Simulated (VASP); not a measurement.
# Cu: single point with PBE

Crystal: Cu.

```xyz
1
Lattice="0.0000 1.8050 1.8050 1.8050 0.0000 1.8050 1.8050 1.8050 0.0000" Properties=species:S:1:pos:R:3 pbc="T T T"
Cu    0.0000    0.0000    0.0000
```

```json
{
 "Program": "VASP 6.6.1",
 "Task": "single point",
 "Functional": "PBE",
 "Potentials or basis": "VASP PAW PBE potentials, release 64 (Cu)",
 "Cutoff": "520 eV",
 "k mesh": "20 × 20 × 20",
 "Occupations": "gaussian, width 0.05 eV",
 "Spin": "no spin polarisation"
}
```

```json
{
 "Pressure": "2.9 GPa"
}
```

Levels at points of the mesh, in eV from the Fermi level:
```csv
k point,band 2,band 3,band 4,band 5,band 6,band 7,band 8,band 9,band 10,band 11
"(0.00, 0.00, 0.00)",-3.00,-3.00,-3.00,-2.18,-2.18,22.66,25.34,25.34,25.34,27.83
"(0.50, 0.00, 0.00)",-3.04,-3.04,-1.60,-1.60,-0.98,3.81,21.15,22.17,22.17,25.17
"(0.50, 0.50, 0.00)",-4.41,-1.62,-1.46,-1.46,1.53,7.18,13.15,13.15,17.65,20.36
```

It took 58 s on 1 thread of Intel Xeon 8259CL, with other jobs on the host, peak memory 0.15 GiB.
